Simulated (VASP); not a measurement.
# CoO (Fm-3m) in VASP: notebook, part 2 of 2

VASP 6.6.1. Earlier steps stand in the parts before.

### Step 5. Single point, RPBE, collinear spin, ferromagnetic start

This run uses another cell than the first one, of 9.93 Å³/atom.

File INCAR:

```
SYSTEM = CoO
PREC     = Accurate       ! precision mode
ENCUT    = 700            ! plane-wave cutoff, eV
EDIFF    = 1E-6           ! SCF threshold, eV
ISMEAR   = -1             ! smearing method
SIGMA    = 0.05           ! smearing width, eV
LREAL    = .FALSE.        ! projectors in reciprocal space
LASPH    = .TRUE.         ! aspherical terms in the spheres
NELM     = 200            ! most SCF steps
ALGO     = Normal         ! electronic algorithm
ISIF     = 2              ! what is computed and relaxed
LWAVE    = .FALSE.        ! write WAVECAR
LCHARG   = .FALSE.        ! write CHGCAR
ISPIN    = 2              ! spin polarisation
MAGMOM   = 2 0            ! initial moments
LORBIT   = 11             ! projections on sites
LMAXMIX  = 4              ! l up to which the mixer works
GGA      = RP             ! functional
NBANDS   = 22             ! bands
GGA_COMPAT= .FALSE.
```

File KPOINTS:

```
Automatic mesh
0
G
  11 11 11
  0 0 0
```

File POSCAR:

```
CoO
1.0
    0.0000000000      2.1492133027      2.1492133027
    2.1492133027      0.0000000000      2.1492133027
    2.1492133027      2.1492133027      0.0000000000
Co O
1 1
Direct
    0.0000000000      0.0000000000      0.0000000000
    0.5000000000      0.5000000000      0.5000000000
```

Launch:

```sh
$ cat potpaw_PBE.64/Co_sv/POTCAR potpaw_PBE.64/O/POTCAR > POTCAR
$ mpirun -np 1 vasp_std > vasp.out
```

It took 45 s on 1 thread of Intel Xeon 6975P-C (Granite Rapids), shared host; peak memory 0.2 GiB.

The run converged. Its results:

```yaml
Free_energy: -12.2998 eV
Pressure: -1.0 GPa
Band_gap_on_the_k_mesh: zero (filled and empty bands overlap)
Net_moment: 2.98 μB per cell
Site_moments: Co +2.57; O +0.30 μB
Valence_electrons_inside_the_program's_atomic_spheres: Co 14.86; O 4.99
```

Levels at points of the mesh, in eV from the Fermi level:
Spin up:
| k point | band 10 | band 11 | band 12 | band 13 | band 14 | band 15 | band 16 | band 17 |
| --- | --- | --- | --- | --- | --- | --- | --- | --- |
| (0.00, 0.00, 0.00) | -3.09 | -3.04 | -3.04 | -3.04 | 0.84 | 16.75 | 17.86 | 17.86 |
Spin down:
| k point | band 8 | band 9 | band 10 | band 11 | band 12 | band 13 |
| --- | --- | --- | --- | --- | --- | --- |
| (0.00, 0.00, 0.00) | -2.47 | -1.04 | -1.04 | -1.04 | 0.22 | 0.22 |

Caveat: the PAW data sets were made with another functional, which shifts forces and pressure a little; a cell with one magnetic atom can't hold antiferromagnetic order, which such compounds often take; semilocal functionals often make such compounds metallic where correlation or magnetic order opens a gap, which also shifts bond lengths. With open d or f shells a metallic result of RPBE can be an artefact of self-interaction; +U or a hybrid may open a gap.

### Step 6. Single point, LDA, collinear spin, ferromagnetic start

This run uses another cell than the first one, of 8.48 Å³/atom.

File INCAR:

```
SYSTEM = CoO
ALGO     = Normal         ! electronic algorithm
EDIFF    = 1E-6           ! SCF threshold, eV
ENCUT    = 700            ! plane-wave cutoff, eV
GGA_COMPAT= .False.      
ISIF     = 2              ! what is computed and relaxed
ISMEAR   = -1             ! smearing method
ISPIN    = 2              ! spin polarisation
LASPH    = .True.         ! aspherical terms in the spheres
LCHARG   = .False.        ! write CHGCAR
LMAXMIX  = 4              ! l up to which the mixer works
LORBIT   = 11             ! projections on sites
LREAL    = .False.        ! projectors in reciprocal space
LWAVE    = .False.        ! write WAVECAR
MAGMOM   = 2 0            ! initial moments
NBANDS   = 22             ! bands
NELM     = 200            ! most SCF steps
PREC     = Accurate       ! precision mode
SIGMA    = 0.05           ! smearing width, eV
```

File KPOINTS:

```
k-points
0
Gamma
  11 11 11
  0 0 0
```

File POSCAR:

```
CoO
1.0
    0.0000000000      2.0389512246      2.0389512246
    2.0389512246      0.0000000000      2.0389512246
    2.0389512246      2.0389512246      0.0000000000
Co O
1 1
Direct
    0.0000000000      0.0000000000      0.0000000000
    0.5000000000      0.5000000000      0.5000000000
```

Potentials or basis: VASP PAW LDA potentials, release 64 (Co_sv, O).

Launch:

```sh
$ cat potpaw_LDA.64/Co_sv/POTCAR potpaw_LDA.64/O/POTCAR > POTCAR
$ mpirun -np 1 vasp_std > vasp.out
```

Wall time 2.1 min (1 thread of Intel Xeon Platinum 8259CL at 2.50GHz (Skylake/Cascade Lake), shared host); peak memory 0.18 GiB.

The run converged. Its results:

* Free energy: -14.8941 eV
* Pressure: -2.5 GPa
* Net moment: 2.07 μB per cell
* Site moments: Co +1.82; O +0.17 μB
* Valence electrons inside the program's atomic spheres: Co 15.02; O 4.98

Levels at points of the mesh, in eV from the Fermi level:
Spin up:
| k point | band 11 | band 12 | band 13 | band 14 | band 15 | band 16 |
| --- | --- | --- | --- | --- | --- | --- |
| (0.00, 0.00, 0.00) | -2.88 | -2.74 | -2.74 | 1.74 | 16.99 | 19.04 |
Spin down:
| k point | band 7 | band 8 | band 9 | band 10 | band 11 | band 12 | band 13 | band 14 |
| --- | --- | --- | --- | --- | --- | --- | --- | --- |
| (0.00, 0.00, 0.00) | -3.62 | -3.62 | -1.47 | -1.47 | -1.47 | -0.79 | -0.79 | 2.11 |

Caveat: a cell with one magnetic atom can't hold antiferromagnetic order, which such compounds often take; semilocal functionals often make such compounds metallic where correlation or magnetic order opens a gap, which also shifts bond lengths. With open d or f shells a metallic result of LDA can be an artefact of self-interaction; +U or a hybrid may open a gap.

### Step 7. Single point, PBE, collinear spin, ferromagnetic start

File INCAR:

```
  ALGO = Normal
  EDIFF = 1E-6
  ENCUT = 700
  GGA = PE
  GGA_COMPAT = False
  ISIF = 2
  ISMEAR = -1
  ISPIN = 2
  LASPH = True
  LCHARG = False
  LMAXMIX = 4
  LORBIT = 11
  LREAL = False
  LWAVE = False
  MAGMOM = 2 0
  NBANDS = 22
  NELM = 200
  PREC = Accurate
  SIGMA = 0.05
```

File KPOINTS:

```
k-points
0
Gamma
  11 11 11
```

File POSCAR:

```
CoO
1.0
    0.0000000000      2.1315016600      2.1315016600
    2.1315016600      0.0000000000      2.1315016600
    2.1315016600      2.1315016600      0.0000000000
Co O
1 1
Direct
    0.0000000000      0.0000000000      0.0000000000
    0.5000000000      0.5000000000      0.5000000000
```

Potentials or basis: VASP PAW PBE potentials, release 64 (Co_sv, O).

Launch:

```sh
$ cat potpaw_PBE.64/Co_sv/POTCAR potpaw_PBE.64/O/POTCAR > POTCAR
$ mpirun -np 1 vasp_std > vasp.out
```

OUTCAR:

```text
EDIFF = 1E-6
   ENCUT = 700
   GGA = PE
   ISIF = 2
   ISMEAR = -1
   ISPIN = 2
   LASPH = True
   LORBIT = 11
   LREAL = False
   NELM = 200
   PREC = Accurate

 ion  position               nearest neighbor table
   1  0.000  0.000  0.000-   2 2.13   2 2.13   2 2.13   2 2.13   2 2.13   2 2.13
   2  0.500  0.500  0.500-   1 2.13   1 2.13   1 2.13   1 2.13   1 2.13   1 2.13

  LATTYP: Found a face centered cubic cell.
 ALAT       =     4.2630033200

  Lattice vectors:

 A1 = (   0.0000000000,   2.1315016600,   2.1315016600)
 A2 = (   2.1315016600,   0.0000000000,   2.1315016600)
 A3 = (   2.1315016600,   2.1315016600,   0.0000000000)

Analysis of symmetry for initial positions (statically):
=====================================================================
 Subroutine PRICEL returns:
 Original cell was already a primitive cell.

 Routine SETGRP: Setting up the symmetry group for a
 face centered cubic supercell.

 Subroutine GETGRP returns: Found 48 space group operations
 (whereof 48 operations were pure point group operations)
 out of a pool of 48 trial point group operations.

The static configuration has the point symmetry O_h .

Analysis of symmetry for dynamics (positions and initial velocities):
=====================================================================
 Subroutine PRICEL returns:
 Original cell was already a primitive cell.

 Routine SETGRP: Setting up the symmetry group for a
 face centered cubic supercell.

 Subroutine GETGRP returns: Found 48 space group operations
 (whereof 48 operations were pure point group operations)
 out of a pool of 48 trial point group operations.

The dynamic configuration has the point symmetry O_h .

Analysis of structural, dynamic, and magnetic symmetry:
=====================================================================
 Subroutine PRICEL returns:
 Original cell was already a primitive cell.

 Routine SETGRP: Setting up the symmetry group for a
 face centered cubic supercell.

 Subroutine GETGRP returns: Found 48 space group operations
 (whereof 48 operations were pure point group operations)
 out of a pool of 48 trial point group operations.

The overall configuration has the point symmetry O_h .

 Subroutine INISYM returns: Found 48 space group operations
 (whereof 48 operations are pure point group operations),
 and found     1 'primitive' translations

----------------------------------------------------------------------------------------

                                     Primitive cell

  volume of cell :      19.3681

  direct lattice vectors                    reciprocal lattice vectors
     0.000000000  2.131501660  2.131501660    -0.234576407  0.234576407  0.234576407
     2.131501660  0.000000000  2.131501660     0.234576407 -0.234576407  0.234576407
     2.131501660  2.131501660  0.000000000     0.234576407  0.234576407 -0.234576407

  length of vectors
     3.014398556  3.014398556  3.014398556     0.406298254  0.406298254  0.406298254

  position of ions in fractional coordinates (direct lattice)
     0.000000000  0.000000000  0.000000000
     0.500000000  0.500000000  0.500000000

  ion indices of the primitive-cell ions
   primitive index   ion index
                 1           1
                 2           2

----------------------------------------------------------------------------------------

[... 59 lines left out ...]
 SYSTEM =  unknown system
   PREC   = accura    normal or accurate (medium, high low for compatibility)
   ISTART =      0    job   : 0-new  1-cont  2-samecut
   ICHARG =      2    charge: 1-file 2-atom 10-const
   ISPIN  =      2    spin polarized calculation?
   LNONCOLLINEAR =      F non collinear calculations
   LSORBIT =      F    spin-orbit coupling
   LASPH  =      T    aspherical Exc in radial PAW
   ENCUT  =  700.0 eV  51.45 Ry    7.17 a.u.   6.50  6.50  6.50*2*pi/ulx,y,z
   NELM   =    200;   NELMIN=  2; NELMDL= -5     # of ELM steps
   EDIFF  = 0.1E-05   stopping-criterion for ELM
   LREAL  =      F    real-space projection
   EDIFFG = 0.1E-04   stopping-criterion for IOM
   NSW    =      0    number of steps for IOM
   IBRION =     -1    ionic relax: 0-MD 1-quasi-New 2-CG
   NFREE  =      0    steps in history (QN), initial steepest desc. (CG)
   ISIF   =      2    stress and relaxation
   ISYM   =      2    0-nonsym 1-usesym 2-fastsym
   POTIM  = 0.5000    time-step for ionic-motion
   TEBEG  =    0.0;   TEEND  =   0.0 temperature during run
   PSTRESS=    0.0 pullay stress
   NELECT =      23.0000    total number of electrons
   NUPDOWN=      -1.0000    fix difference up-down
   EMIN   =  10.00;   EMAX   =-10.00  energy-range for DOS
   EFERMI =   0.00;   METHOD = LEGACY
   ISMEAR =    -1;   SIGMA  =   0.05  broadening in eV -4-tet -1-fermi 0-gaus
   EFERMI_NEDOS =   21; number of points for ismear=-14 and -15
   IALGO  =     38    algorithm
   IMIX   =      4    mixing-type and parameters
     AMIX     =   0.40;   BMIX     =  1.00
     AMIX_MAG =   1.60;   BMIX_MAG =  1.00
  volume/ion in A,a.u.               =       9.68        65.35
  Fermi-wavevector in a.u.,A,eV,Ry     =   1.733625  3.276076 40.891695  3.005455
  Thomas-Fermi vector in A             =   2.807576
   LORBIT       =     11    0 simple, 1 ext, 2 COOP (PROOUT), +10 PAW based schemes
   GGA     = PE    functional components
   LHFCALC =     F    Hartree Fock is set to
   AEXX    =    0.0000 exact exchange contribution
   IVDW    =     0    specifies the selected vdW correction
   LEPSILON=     F    determine dielectric tensor
   LRPA    =     F    only Hartree local field effects (RPA)
 spin polarized calculation
  energy-cutoff  :      700.00
  volume of cell :       19.37
 maximum number of plane-waves:       869
 NGX is ok and might be reduce to    28
   NGX = 13   NGY = 13   NGZ = 13

 number of electron      23.0000015 magnetization       2.9229187

 Free energy of the ion-electron system (eV)
  ---------------------------------------------------
  ext. energy  EPLUGINS =         0.00000000
  ---------------------------------------------------
  free energy    TOTEN  =       -13.14628034 eV

  energy without entropy =      -13.11221176  energy(sigma->0) =      -13.12924605

 E-fermi :   8.8910     XC(G=0): -12.6775

 val. band max:        8.8783432938   @ k =   0.3636   0.2727   0.0909
 cond. band min:       8.8911953701   @ k =  -0.4545   0.0909   0.0000
 fundamental gap:      0.0128520763
 Fermi energy:         8.8910021315

 spin component 1

 k-point     1 :       0.0000    0.0000    0.0000
  band No.  band energies     occupation
      1     -88.0136      1.00000
      2     -51.2634      1.00000
      3     -51.2634      1.00000
      4     -51.2634      1.00000
      5     -11.3290      1.00000
      6       5.6069      1.00000
[... 589 lines left out ...]
     21      36.4921      0.00000
     22      38.2774      0.00000

 [... further k-points ...]

 spin component 2

 k-point     1 :       0.0000    0.0000    0.0000
  band No.  band energies     occupation
      1     -84.9506      1.00000
      2     -48.2731      1.00000
      3     -48.2731      1.00000
      4     -48.2730      1.00000
      5     -10.8320      1.00000
      6       6.2830      1.00000
[... 589 lines left out ...]
     21      37.0974      0.00000
     22      38.8396      0.00000

 [... further k-points ...]
[... 5 lines left out ...]
  --------------------------------------------------------------------------------------
  -------------------------------------------------------------------------------------
  Total       -0.3596512     -0.3596512     -0.3596512     -0.0000000     -0.0000000      0.0000000
  in kB      -29.7512436    -29.7512436    -29.7512436     -0.0000000     -0.0000000      0.0000000
  external PRESSURE =     -29.7512436 kB  Pullay stress =       0.0000000 kB

 VOLUME and BASIS-vectors are now :
 -----------------------------------------------------------------------------
  energy-cutoff  :      700.00
  volume of cell :       19.37
      direct lattice vectors                 reciprocal lattice vectors
     0.000000000  2.131501660  2.131501660    -0.234576407  0.234576407  0.234576407
     2.131501660  0.000000000  2.131501660     0.234576407 -0.234576407  0.234576407
     2.131501660  2.131501660  0.000000000     0.234576407  0.234576407 -0.234576407

 POSITION                                       TOTAL-FORCE (eV/Angst)
 -----------------------------------------------------------------------------------
      0.00000      0.00000      0.00000        -0.000000     -0.000000     -0.000000
      2.13150      2.13150      2.13150         0.000000      0.000000      0.000000
 -----------------------------------------------------------------------------------
    total drift:                                0.000000      0.000000      0.000000

  FREE ENERGIE OF THE ION-ELECTRON SYSTEM (eV)
  ---------------------------------------------------
  free  energy   TOTEN  =       -13.1462803442 eV

  energy  without entropy=      -13.1122117631  energy(sigma->0) =      -13.12924605

 total charge

# of ion       s       p       d       tot
------------------------------------------
    1        2.141   6.062   6.668  14.871
    2        1.551   3.429   0.000   4.980
--------------------------------------------------
tot          3.693   9.491   6.668  19.851

 magnetization (x)

# of ion       s       p       d       tot
------------------------------------------
    1        0.014   0.010   2.498   2.522
    2        0.029   0.267   0.000   0.295
--------------------------------------------------
tot          0.042   0.277   2.498   2.817
```

OSZICAR:

```text
N       E                     dE             d eps       ncg     rms          rms(c)
DAV:   1     0.264710784742E+03    0.26471E+03   -0.14782E+04  6402   0.292E+03
DAV:   2    -0.396189203986E+01   -0.26867E+03   -0.25548E+03  7412   0.729E+02
DAV:   3    -0.155580485139E+02   -0.11596E+02   -0.11461E+02  7022   0.125E+02
DAV:   4    -0.156693612352E+02   -0.11131E+00   -0.11128E+00  5770   0.107E+01
DAV:   5    -0.156733925426E+02   -0.40313E-02   -0.40312E-02  7074   0.223E+00    0.176E+01
DAV:   6    -0.144515851947E+02    0.12218E+01   -0.19677E+01  7900   0.862E+01    0.277E+01
DAV:   7    -0.132037585609E+02    0.12478E+01   -0.70872E+00  6962   0.601E+01    0.850E+00
DAV:   8    -0.131562094738E+02    0.47549E-01   -0.32260E-01  7428   0.736E+00    0.535E+00
DAV:   9    -0.131596691940E+02   -0.34597E-02   -0.14883E-01  9236   0.556E+00    0.299E+00
DAV:  10    -0.131488360775E+02    0.10833E-01   -0.41937E-02  7764   0.382E+00    0.818E-01
DAV:  11    -0.131461826643E+02    0.26534E-02   -0.15914E-02  8480   0.203E+00    0.208E-01
DAV:  12    -0.131462744603E+02   -0.91796E-04   -0.12698E-03  6754   0.394E-01    0.612E-02
DAV:  13    -0.131462813774E+02   -0.69171E-05   -0.12679E-04  7072   0.111E-01    0.371E-02
DAV:  14    -0.131462796254E+02    0.17520E-05   -0.14685E-05  7554   0.487E-02    0.217E-02
DAV:  15    -0.131462803442E+02   -0.71885E-06   -0.42513E-06  6522   0.358E-02
   1 F= -.13146280E+02 E0= -.13129246E+02  d E =-.340686E-01  mag=     2.9230
```

stdout:

```text
POSCAR found type information on POSCAR CoO
 POSCAR found :  2 types and       2 ions
 scaLAPACK will be used
 LDA part: xc-table for (Slater+PW92), standard interpolation
 POSCAR, INCAR and KPOINTS ok, starting setup
 FFT: planning ... GRIDC
 FFT: planning ... GRID_SOFT
 FFT: planning ... GRID
 WAVECAR not read
 entering main loop
```

It took 98 s on 1 thread of Intel Xeon Platinum 8259CL at 2.50GHz (Skylake/Cascade Lake), shared host; peak memory 0.21 GiB.

Results:

| Property | Result |
| --- | --- |
| Free energy | -13.1463 eV |
| Pressure | -3.0 GPa |
| Net moment | 2.92 μB per cell |
| Site moments | Co +2.52; O +0.29 μB |
| Valence electrons inside the program's atomic spheres | Co 14.87; O 4.98 |

Levels at points of the mesh, in eV from the Fermi level:
Spin up:
| k point | band 11 | band 12 | band 13 | band 14 | band 15 | band 16 |
| --- | --- | --- | --- | --- | --- | --- |
| (0.00, 0.00, 0.00) | -3.08 | -3.08 | -3.08 | 0.91 | 16.75 | 18.01 |
Spin down:
```
           k point  band 8  band 9  band 10  band 11  band 12  band 13
(0.00, 0.00, 0.00)   -2.61   -1.10    -1.10    -1.10     0.09     0.09
```

Caveat: a cell with one magnetic atom can't hold antiferromagnetic order, which such compounds often take; semilocal functionals often make such compounds metallic where correlation or magnetic order opens a gap, which also shifts bond lengths. With open d or f shells a metallic result of PBE can be an artefact of self-interaction; +U or a hybrid may open a gap.

### Step 8. Summary

| level | potentials or basis | cell | cutoff (eV) | gap on the mesh (eV) | pressure (GPa) | moment (μB) |
| --- | --- | --- | --- | --- | --- | --- |
| PBE | VASP PAW PBE potentials, release 64 (Co_sv, O_h) | a = 3.014 Å, angles 60.0°, 2 atoms | 1340 | none | -2.6 | 2.92 |
| PBE | VASP PAW PBE potentials, release 64 (Co_sv, O) | a = 3.003 Å, angles 60.0°, 2 atoms | 700 | none | -1.1 | 2.90 |
| PBE | VASP PAW PBE potentials, release 64 (Co_sv, O) | a = 2.953 Å, angles 60.0°, 2 atoms | 700 | none | 8.2 | 2.76 |
| RPBE | VASP PAW PBE potentials, release 64 (Co_sv, O) | a = 3.039 Å, angles 60.0°, 2 atoms | 700 | none | -1.0 | 2.98 |
| LDA | VASP PAW LDA potentials, release 64 (Co_sv, O) | a = 2.884 Å, angles 60.0°, 2 atoms | 700 | none | -2.5 | 2.07 |
| PBE | VASP PAW PBE potentials, release 64 (Co_sv, O) | a = 3.014 Å, angles 60.0°, 2 atoms | 700 | none | -3.0 | 2.92 |

Alike in all rows: task single point; spin collinear, ferromagnetic start; k mesh 11 × 11 × 11; smearing fermi-dirac 0.05 eV.

Caveats: a cell with one magnetic atom can't hold antiferromagnetic order, which such compounds often take; semilocal functionals often make such compounds metallic where correlation or magnetic order opens a gap, which also shifts bond lengths; the cell stands under pressure (at least some runs); the PAW data sets were made with another functional, which shifts forces and pressure a little (at least some runs).

Absolute energies hang on the potentials; compare differences alone.
